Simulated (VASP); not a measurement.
SnO2: single point with PBEsol

SnO2:

```
Sn O
1.0
     4.73268    0.00000    0.00000
     0.00000    4.73268    0.00000
     0.00000    0.00000    3.30877
Sn O
2 4
Direct
  0.50000 0.50000 0.50000
  0.00000 0.00000 0.00000
  0.19323 0.80677 0.50000
  0.80677 0.19323 0.50000
  0.30677 0.30677 0.00000
  0.69323 0.69323 0.00000
```

This cell differs from its parent crystal: uniaxial strain along c: +3.0 %.

```
Program                : VASP 6.6.1
Task                   : single point
Functional             : PBEsol
Potentials or basis    : VASP PAW PBE potentials, release 64 (Sn_d, O)
Cutoff                 : 520 eV
k mesh                 : 6 × 6 × 8
Occupations            : gaussian, width 0.02 eV
Spin                   : no spin polarisation
Dipole correction      : no
Further INCAR settings : ALGO = Normal; EDIFF = 1e-07; NBANDS = 35
```

The pressure is -3.3 GPa and the largest force is 0.061 eV/Å. The band gap on the k mesh is 0.64 eV.

Forces in eV/Å, atoms in the order of the input:
```
Sn   0.000  0.000  0.000
Sn   0.000  0.000  0.000
O   -0.043  0.043  0.000
O    0.043 -0.043  0.000
O    0.043  0.043  0.000
O   -0.043 -0.043  0.000
```

Stress tensor (GPa, compression positive):
```
-0.71  0.00  0.00
 0.00 -0.71  0.00
 0.00  0.00 -8.44
```

Levels at points of the mesh, in eV from the valence-band top:
```
           k point  band 22  band 23  band 24  band 25  band 26  band 27  band 28  band 29  band 30  band 31
(0.00, 0.00, 0.00)    -1.34    -1.34    -0.72    -0.72     0.00     0.64     5.38     5.72     5.72     9.65
(0.50, 0.00, 0.00)    -1.92    -1.28    -1.28    -0.59    -0.59     3.95     3.95     6.46     6.46    10.68
(0.50, 0.50, 0.00)    -1.98    -1.43    -1.43    -0.79    -0.79     4.25     4.25     6.97     6.97    10.72
(0.00, 0.00, 0.50)    -2.60    -1.61    -1.61    -1.20    -1.20     5.66     5.66     9.42     9.42     9.82
(0.50, 0.00, 0.50)    -1.71    -1.02    -1.02    -0.66    -0.66     5.98     5.98     7.79     7.79    10.21
(0.50, 0.50, 0.50)    -2.29    -0.90    -0.90    -0.74    -0.74     4.44     4.44     8.55     8.55    10.23
```

It took 2.1 min on 1 thread of Intel(R) Xeon(R) 6975P-C (Granite Rapids), on a shared host, peak memory 0.24 GiB.

Caveat: the cell differs from its parent crystal (uniaxial strain along c: +3.0 %); the stress differs along the axes, from -8 to -1 GPa; semilocal functionals underestimate gaps, and a narrow one can read as zero; the PAW data sets were made with another functional, which shifts forces and pressure a little; spin-orbit coupling is left out, which moves the levels of the heavy elements.
